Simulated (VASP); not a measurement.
A run of VASP 6.6.1 is set up as follows.

INCAR

```
ALGO = Normal
EDIFF = 1E-6
ENCUT = 520
GGA = PE
ISIF = 2
ISMEAR = 0
LASPH = T
LCHARG = F
LREAL = F
LWAVE = F
NBANDS = 15
NELM = 80
PREC = Accurate
SIGMA = 0.05
```

The input KPOINTS:

```
k-points
0
Gamma
  6 6 6
```

Contents of POSCAR:

```
KBr
1.0
    0.0000000000      3.2925000000      3.2925000000
    3.2925000000      0.0000000000      3.2925000000
    3.2925000000      3.2925000000      0.0000000000
K Br
1 1
Direct
    0.0000000000      0.0000000000      0.0000000000
    0.5000000000      0.5000000000      0.5000000000
```

Potentials or basis: VASP PAW PBE potentials, release 64 (K_sv, Br).

The run is started by

```console
$ cat potpaw_PBE.64/K_sv/POTCAR potpaw_PBE.64/Br/POTCAR > POTCAR
$ mpirun -np 1 vasp_std > vasp.out
```

Question: What does it give for the band gap on the k mesh?

Answer: 4.45 eV, direct.

Question: Estimate the pressure.

Answer: 0.9 GPa.

As with any semilocal functional, this PBE gap is likely too small.
